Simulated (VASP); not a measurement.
# MoS2 (Cm) in VASP: single point with PBEsol

Aim: the single point of MoS2 with PBEsol.

Everything below comes from runs of VASP 6.6.1. Logs are shortened: lines on timing, memory, paths and dates and some standing lists are left out, and cuts for length are marked.

### Step 1. The cell of the first run

The structure is monoclinic, space group Cm (No. 8). The conventional cell has a = 5.440 Å, b = 3.148 Å, c = 6.618 Å, α = 90.00°, β = 105.78°, γ = 90.00°. Within 3.2 Å of Mo (site symmetry m) lie 6 S at 2.39 Å and 6 Mo at 3.14 to 3.15 Å. S (site symmetry m) has 3 Mo at 2.39 Å and 7 S at 3.12 to 3.15 Å within 3.2 Å. S (site symmetry m) has 3 Mo at 2.39 Å and 7 S at 3.12 to 3.15 Å within 3.2 Å.

### Step 2. Single point, PBEsol

The input, INCAR:

```
SYSTEM = MoS2
PREC     = Accurate       ! precision mode
ENCUT    = 500            ! plane-wave cutoff, eV
EDIFF    = 1E-6           ! SCF threshold, eV
ISMEAR   = 0              ! smearing method
SIGMA    = 0.02           ! smearing width, eV
LREAL    = .False.        ! projectors in reciprocal space
LASPH    = .True.         ! aspherical terms in the spheres
NELM     = 120            ! most SCF steps
ALGO     = Normal         ! electronic algorithm
ISIF     = 2              ! what is computed and relaxed
LWAVE    = .False.        ! write WAVECAR
LCHARG   = .False.        ! write CHGCAR
GGA      = PS             ! functional
ISYM     = 0            
NBANDS   = 20             ! bands
GGA_COMPAT= .False.
```

The input, KPOINTS:

```
regular mesh
0
Gamma
  11 5 12
  0 0 0
```

The input, POSCAR:

```
MoS2
1.0
    3.1476068041      0.0000000015      0.0000029800
   -1.5738033990      6.4349358085     -0.0064765026
    1.5738059301      0.3916516474      2.6918787192
Mo S
1 2
Direct
    0.0001030726      0.0000118406     -0.0001955445
    0.5029848564      0.7553974191      0.7494294224
    0.8303120710      0.2446907402      0.5840661221
```

Potentials or basis: VASP PAW PBE potentials, release 64 (Mo_sv, S).

Started as:

```console
$ cat potpaw_PBE.64/Mo_sv/POTCAR potpaw_PBE.64/S/POTCAR > POTCAR
$ mpirun -np 1 vasp_std > vasp.out
```

OUTCAR:

```text
SYSTEM = MoS2
   PREC = Accurate
   ENCUT = 500
   EDIFF = 1E-6
   ISMEAR = 0
   LREAL = .False.
   LASPH = .True.
   NELM = 120
   ISIF = 2
   GGA = PS
   ISYM = 0

 ion  position               nearest neighbor table
   1  0.000  0.000  1.000-   2 2.39   3 2.39   2 2.39   2 2.39   3 2.39   3 2.39
   2  0.503  0.755  0.749-   1 2.39   1 2.39   1 2.39
   3  0.830  0.245  0.584-   1 2.39   1 2.39   1 2.39

IMPORTANT INFORMATION: All symmetrisations will be switched off!
NOSYMM: (Re-)initialisation of all symmetry stuff for point group C_1.

----------------------------------------------------------------------------------------

                                     Primitive cell

  volume of cell :      54.5310

  direct lattice vectors                    reciprocal lattice vectors
     3.147606804  0.000000001  0.000002980     0.317701876  0.077502605 -0.197020436
    -1.573803399  6.434935808 -0.006476503     0.000000021  0.155378958 -0.022606687
     1.573805930  0.391651647  2.691878719    -0.000000352  0.000373747  0.371433589

  length of vectors
     3.147606804  6.624597946  3.142684705     0.381782907  0.157014913  0.371433777

  position of ions in fractional coordinates (direct lattice)
     0.000103073  0.000011841  0.999804455
     0.502984856  0.755397419  0.749429422
     0.830312071  0.244690740  0.584066122

  ion indices of the primitive-cell ions
   primitive index   ion index
                 1           1
                 2           2
                 3           3

----------------------------------------------------------------------------------------

 KPOINTS: regular mesh

Automatic generation of k-mesh.
 Grid dimensions read from file:
 generate k-points for:   11    5   12

 Generating k-lattice:

  Cartesian coordinates                     Fractional coordinates (reciprocal lattice)
     0.028881989  0.007045691 -0.017910949     0.090909091 -0.000000000  0.000000000
     0.000000004  0.031075792 -0.004521337     0.000000000  0.200000000  0.000000000
    -0.000000029  0.000031146  0.030952799     0.000000000  0.000000000  0.083333333

  Length of vectors
     0.034707537  0.031402983  0.030952815

  Shift w.r.t. Gamma in fractional coordinates (k-lattice)
     0.000000000  0.000000000  0.000000000

 -----------------------------------------------------------------------------
|                                                                             |
|           W    W    AA    RRRRR   N    N  II  N    N   GGGG   !!!           |
|           W    W   A  A   R    R  NN   N  II  NN   N  G    G  !!!           |
|           W    W  A    A  R    R  N N  N  II  N N  N  G       !!!           |
|           W WW W  AAAAAA  RRRRR   N  N N  II  N  N N  G  GGG   !            |
|           WW  WW  A    A  R   R   N   NN  II  N   NN  G    G                |
|           W    W  A    A  R    R  N    N  II  N    N   GGGG   !!!           |
|                                                                             |
|     Your reciprocal lattice and k-lattice belong to different lattice       |
|     classes:                                                                |
|                                                                             |
|        The reciprocal lattice is base-centered monoclinic,                  |
|        whereas your k-lattice is triclinic.                                 |
|                                                                             |
|     Results are often still useful ...                                      |
|                                                                             |
 -----------------------------------------------------------------------------

 WARNING: IBZKPT: internal override: KBLOWUP is changed to .FALSE.
      ... skipping the blow-up phase ...

 Subroutine IBZKPT returns following result:
 ===========================================

 Found    331 irreducible k-points:

 Following reciprocal coordinates:
            Coordinates               Weight
  0.000000  0.000000  0.000000      1.000000
  0.090909 -0.000000  0.000000      2.000000
  0.181818  0.000000  0.000000      2.000000
  0.272727  0.000000  0.000000      2.000000
  0.363636  0.000000  0.000000      2.000000
  0.454545 -0.000000  0.000000      2.000000
[... 16 lines left out ...]
  0.454545  0.400000  0.000000      2.000000
 -0.454545  0.400000 -0.000000      2.000000
 [... further k-points ...]
   k-points           NKPTS =    331   k-points in BZ     NKDIM =    331   number of bands    NBANDS=     20
   number of dos      NEDOS =    301   number of ions     NIONS =      3
   total plane-waves  NPLWV =  27648
   dimension x,y,z NGX =    24 NGY =   48 NGZ =   24
   dimension x,y,z NGXF=    48 NGYF=   96 NGZF=   48
   ions per type =               1   2
   NGX,Y,Z   is equivalent  to a cutoff of  12.68, 12.05, 12.70 a.u.
   NGXF,Y,Z  is equivalent  to a cutoff of  25.35, 24.09, 25.39 a.u.
 SYSTEM =  MoS2
   PREC   = accura    normal or accurate (medium, high low for compatibility)
   ISTART =      0    job   : 0-new  1-cont  2-samecut
   ICHARG =      2    charge: 1-file 2-atom 10-const
   ISPIN  =      1    spin polarized calculation?
   LNONCOLLINEAR =      F non collinear calculations
   LSORBIT =      F    spin-orbit coupling
   LASPH  =      T    aspherical Exc in radial PAW
   ENCUT  =  500.0 eV  36.75 Ry    6.06 a.u.   5.74 12.08  5.73*2*pi/ulx,y,z
   NELM   =    120;   NELMIN=  2; NELMDL= -5     # of ELM steps
   EDIFF  = 0.1E-05   stopping-criterion for ELM
   LREAL  =      F    real-space projection
   EDIFFG = 0.1E-04   stopping-criterion for IOM
   NSW    =      0    number of steps for IOM
   IBRION =     -1    ionic relax: 0-MD 1-quasi-New 2-CG
   NFREE  =      0    steps in history (QN), initial steepest desc. (CG)
   ISIF   =      2    stress and relaxation
   ISYM   =      0    0-nonsym 1-usesym 2-fastsym
   POTIM  = 0.5000    time-step for ionic-motion
   TEBEG  =    0.0;   TEEND  =   0.0 temperature during run
   PSTRESS=    0.0 pullay stress
   NELECT =      26.0000    total number of electrons
   NUPDOWN=      -1.0000    fix difference up-down
   EMIN   =  10.00;   EMAX   =-10.00  energy-range for DOS
   EFERMI =   0.00;   METHOD = LEGACY
   ISMEAR =     0;   SIGMA  =   0.02  broadening in eV -4-tet -1-fermi 0-gaus
   EFERMI_NEDOS =   21; number of points for ismear=-14 and -15
   IALGO  =     38    algorithm
   IMIX   =      4    mixing-type and parameters
     AMIX     =   0.40;   BMIX     =  1.00
     AMIX_MAG =   1.60;   BMIX_MAG =  1.00
  volume/ion in A,a.u.               =      18.18       122.66
  Fermi-wavevector in a.u.,A,eV,Ry     =   1.278944  2.416853 22.255010  1.635697
  Thomas-Fermi vector in A             =   2.411458
   LORBIT       =      0    0 simple, 1 ext, 2 COOP (PROOUT), +10 PAW based schemes
   GGA     = PS    functional components
   LHFCALC =     F    Hartree Fock is set to
   AEXX    =    0.0000 exact exchange contribution
   IVDW    =     0    specifies the selected vdW correction
   LEPSILON=     F    determine dielectric tensor
   LRPA    =     F    only Hartree local field effects (RPA)
 non-spin polarized calculation
 Gauss-broadening in eV      SIGMA  =   0.02
  energy-cutoff  :      500.00
  volume of cell :       54.53
 maximum number of plane-waves:      1404
   NGX = 11   NGY = 25   NGZ = 11

 number of electron      26.0000000 magnetization

 Free energy of the ion-electron system (eV)
  ---------------------------------------------------
  ext. energy  EPLUGINS =         0.00000000
  ---------------------------------------------------
  free energy    TOTEN  =       -23.44970699 eV

  energy without entropy =      -23.44970699  energy(sigma->0) =      -23.44970699

 E-fermi :   7.2474     XC(G=0): -10.8218

 val. band max:        7.0015224774   @ k =   0.0000   0.4000  -0.0000
 cond. band min:       8.1278539027   @ k =  -0.1818   0.2000   0.1667
 fundamental gap:      1.1263314253
 Fermi energy:         7.2473767094

 k-point     1 :       0.0000    0.0000    0.0000
  band No.  band energies     occupation
      1     -54.2053      2.00000
      2     -28.4158      2.00000
      3     -28.1569      2.00000
      4     -28.1532      2.00000
      5      -7.8149      2.00000
      6      -6.2204      2.00000
[... 12 lines left out ...]
     19      15.1042      0.00000
     20      15.4526      0.00000

 k-point     2 :       0.0909   -0.0000    0.0000
  band No.  band energies     occupation
      1     -54.2018      2.00000
      2     -28.4089      2.00000
      3     -28.1909      2.00000
      4     -28.1620      2.00000
      5      -7.6794      2.00000
      6      -6.1824      2.00000
[... 12 lines left out ...]
     19      15.2559      0.00000
     20      16.0172      0.00000

 k-point     3 :       0.1818    0.0000    0.0000
  band No.  band energies     occupation
      1     -54.1923      2.00000
      2     -28.3904      2.00000
      3     -28.2836      2.00000
      4     -28.1831      2.00000
      5      -7.2968      2.00000
      6      -6.0723      2.00000
[... 12 lines left out ...]
     19      15.7052      0.00000
     20      16.1843      0.00000

 k-point     4 :       0.2727    0.0000    0.0000
  band No.  band energies     occupation
      1     -54.1798      2.00000
      2     -28.4031      2.00000
      3     -28.3661      2.00000
      4     -28.2105      2.00000
      5      -6.7414      2.00000
      6      -5.9079      2.00000
[... 429 lines left out ...]
 k-point    23 :       0.4545    0.4000    0.0000
  band No.  band energies     occupation
      1     -54.1615      2.00000
      2     -28.5743      2.00000
      3     -28.3303      2.00000
      4     -28.2504      2.00000
      5      -5.7793      2.00000
      6      -5.5741      2.00000
[... 12 lines left out ...]
     19      14.1487      0.00000
     20      14.9579      0.00000

 k-point    24 :      -0.4545    0.4000   -0.0000
  band No.  band energies     occupation
      1     -54.1615      2.00000
      2     -28.5743      2.00000
      3     -28.3303      2.00000
      4     -28.2504      2.00000
      5      -5.8010      2.00000
      6      -5.5504      2.00000
[... 12 lines left out ...]
     19      14.1325      0.00000
     20      14.5553      0.00000

 [... further k-points ...]

------------------------ aborting loop because EDIFF is reached ----------------------------------------

  FORCE on cell =-STRESS in cart. coord.  units (eV):
  Direction    XX          YY          ZZ          XY          YZ          ZX
  --------------------------------------------------------------------------------------
  -------------------------------------------------------------------------------------
  Total       -0.1233329     -0.0803912     -0.0015258      0.0000414      0.0016772      0.0000400
  in kB       -3.6236470     -2.3619775     -0.0448307      0.0012170      0.0492783      0.0011763
  external PRESSURE =      -2.0101517 kB  Pullay stress =       0.0000000 kB

 VOLUME and BASIS-vectors are now :
 -----------------------------------------------------------------------------
  energy-cutoff  :      500.00
  volume of cell :       54.53
      direct lattice vectors                 reciprocal lattice vectors
     3.147606804  0.000000001  0.000002980     0.317701876  0.077502605 -0.197020436
    -1.573803399  6.434935808 -0.006476503     0.000000021  0.155378958 -0.022606687
     1.573805930  0.391651647  2.691878719    -0.000000352  0.000373747  0.371433589

 POSITION                                       TOTAL-FORCE (eV/Angst)
 -----------------------------------------------------------------------------------
      1.57380      0.39165      2.69135         0.000053      0.000373      0.002051
      1.57381      5.15445      2.01248        -0.000035     -0.000036     -0.000165
      3.14761      1.80332      1.57065        -0.000018     -0.000337     -0.001886
 -----------------------------------------------------------------------------------
    total drift:                                0.000023     -0.000063      0.000020

  FREE ENERGIE OF THE ION-ELECTRON SYSTEM (eV)
  ---------------------------------------------------
  free  energy   TOTEN  =       -23.4497069910 eV

  energy  without entropy=      -23.4497069910  energy(sigma->0) =      -23.44970699
```

It took 4.6 min on 1 thread of Intel Xeon 8259CL, shared host; peak memory 0.41 GiB.

What came out:

| Item | Value |
| --- | --- |
| Free energy | -23.4497 eV |
| Pressure | -0.2 GPa |
| Band gap on the k mesh | 1.13 eV (least direct gap 1.86 eV) |

Forces on the atoms (eV/Å):
```
Mo   0.000  0.000  0.002
S    0.000  0.000  0.000
S    0.000  0.000 -0.002
```

Levels at points of the mesh, in eV from the valence-band top:
```
           k point  band 11  band 12  band 13  band 14  band 15  band 16
(0.00, 0.00, 0.00)    -1.97    -1.33    -1.03     2.34     2.35     2.68
(0.00, 0.00, 0.50)    -2.23    -1.36    -1.25     1.91     2.31     3.65
```

Caveat: the PAW data sets were made with another functional, which shifts forces and pressure a little; this functional lacks dispersion, which binds layers or chains, so the pressure and a relaxed spacing across them are unreliable. A k mesh can miss the band edges.
